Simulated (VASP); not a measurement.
Set up this calculation in VASP 6.6.1, as the native input.

```yaml
Task: single point
Functional: PBE
Potentials_or_basis: VASP PAW PBE potentials, release 64 (Sr_sv, O)
Cutoff: 520 eV
k_mesh: 8 × 8 × 8
Occupations: fermi-dirac, width 0.02 eV
Spin: no spin polarisation
Dipole_correction: no
Further_INCAR_settings: ALGO = Normal; EDIFF = 1e-07; NBANDS = 15
```

The structure of SrO lies in POSCAR:

```
SrO
1.0
    0.0000000000      2.5698000000      2.5698000000
    2.5698000000      0.0000000000      2.5698000000
    2.5698000000      2.5698000000      0.0000000000
Sr O
1 1
Direct
    0.0000000000      0.0000000000      0.0000000000
    0.5224667289      0.5224667289      0.5224667289
```

This cell differs from its parent crystal: atom 2 (O) moved by [0.11547, 0.11547, 0.11547] A.

The input as run:

INCAR

```
SYSTEM = SrO
PREC = Accurate ; ENCUT = 520
EDIFF = 1E-7 ; ISMEAR = -1
SIGMA = 0.02 ; LREAL = .FALSE.
LASPH = .TRUE. ; NELM = 60
ALGO = Normal ; ISIF = 2
LWAVE = .FALSE. ; LCHARG = .FALSE.
GGA = PE ; NBANDS = 15
```

KPOINTS

```
Automatic mesh
0
G
  8 8 8
  0 0 0
```

Potentials or basis: VASP PAW PBE potentials, release 64 (Sr_sv, O).

Launch:

```console
$ cat potpaw_PBE.64/Sr_sv/POTCAR potpaw_PBE.64/O/POTCAR > POTCAR
$ mpirun -np 1 vasp_std > vasp.out
```

Results of the run:

The pressure is 4.6 GPa and the largest force is 0.486 eV/Å. The band gap on the k mesh is 3.58 eV, indirect (least direct gap 3.60 eV).

Caveat: the cell differs from its parent crystal (atom 2 (O) moved by [0.11547, 0.11547, 0.11547] A).

Wall time 15 s on 1 thread of Intel(R) Xeon(R) 6975P-C (Granite Rapids) (shared host), peak memory 0.17 GiB.
